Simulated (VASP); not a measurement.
Write the native input for VASP 6.6.1 that does the following.

| Property | Result |
| --- | --- |
| Task | single point |
| Functional | PBE |
| Potentials or basis | VASP PAW PBE potentials, release 64 (I) |
| Cutoff | 520 eV |
| k mesh | 8 × 8 × 6 |
| Occupations | gaussian, width 0.1 eV |
| Spin | no spin polarisation |
| Dipole correction | no |
| Further INCAR settings | ALGO = Normal; EDIFF = 1e-06; NBANDS = 26 |

The structure of I lies in POSCAR:

```
I
1.0
    3.0467576734     -4.4487874176      0.0000000000
    3.0467576734      4.4487874176      0.0000000000
    0.0000000000      0.0000000000      8.8150708702
I
5
Direct
    0.5000000000      0.0000000000      0.3063297307
    0.0000000000      0.5000000000      0.6936702693
    0.0000000000      0.5000000000      0.3063297307
    0.5000000000      0.0000000000      0.6936702693
    0.0000000000      0.0000000000      0.0000000000
```

These files were run (other wordings do the same):

INCAR

```
SYSTEM = I
PREC     = Accurate       ! precision mode
ENCUT    = 520            ! plane-wave cutoff, eV
EDIFF    = 1E-6           ! SCF threshold, eV
ISMEAR   = 0              ! smearing method
SIGMA    = 0.1            ! smearing width, eV
LREAL    = .FALSE.        ! projectors in reciprocal space
LASPH    = .TRUE.         ! aspherical terms in the spheres
NELM     = 100            ! most SCF steps
ALGO     = Normal         ! electronic algorithm
ISIF     = 2              ! what is computed and relaxed
LWAVE    = .FALSE.        ! write WAVECAR
LCHARG   = .FALSE.        ! write CHGCAR
GGA      = PE             ! functional
NBANDS   = 26             ! bands
```

KPOINTS

```
Automatic mesh
0
G
  8 8 6
  0 0 0
```

Potentials or basis: VASP PAW PBE potentials, release 64 (I).

Command:

```sh
$ cat potpaw_PBE.64/I/POTCAR > POTCAR
$ mpirun -np 1 vasp_std > vasp.out
```

It gave:

```yaml
Pressure: 0.0 GPa
```

Caveat: an odd number of electrons without spin polarisation forces a metal; a magnetic or distorted state may lie lower.

Wall time 7.4 min on 1 thread of Intel(R) Xeon(R) Platinum 8488C (Sapphire Rapids) (shared host), peak memory 0.56 GiB.
